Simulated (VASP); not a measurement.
Nb, 1 atom in the cell. The structure is cubic, space group Im-3m (No. 229). Conventional cell: a = 3.337 Å, b = 3.337 Å, c = 3.337 Å, α = 90.00°, β = 90.00°, γ = 90.00°. Nb (site symmetry m-3m) has 14 Nb at 2.89 to 3.34 Å within 3.8 Å.  This cell differs from its parent crystal: volume scaled by 1.03.

| Quantity | Value |
| --- | --- |
| Program | VASP 6.6.1 |
| Task | single point |
| Functional | r2SCAN |
| Potentials or basis | VASP PAW PBE potentials, release 64 (Nb_sv) |
| Cutoff | 520 eV |
| k mesh | 18 × 18 × 18 |
| Occupations | gaussian, width 0.1 eV |
| Spin | no spin polarisation |
| Dipole correction | no |
| Further INCAR settings | ALGO = Normal; EDIFF = 1e-06; NBANDS = 12 |

Potentials or basis: VASP PAW PBE potentials, release 64 (Nb_sv).

The run is started by

```bash
$ cat potpaw_PBE.64/Nb_sv/POTCAR > POTCAR
$ cp INCAR.step1 INCAR
$ mpirun -np 1 vasp_std > vasp.out
$ cp INCAR.step2 INCAR
$ mpirun -np 1 vasp_std > vasp.out
```

Hardware: 1 thread of Intel(R) Xeon(R) 6975P-C (Granite Rapids), on a shared host.

**Question.** Estimate the wall time of this run.

**Answer.** Wall time 49 s on 1 thread of Intel(R) Xeon(R) 6975P-C (Granite Rapids), on a shared host, peak memory 0.17 GiB. Counts: k points 195.
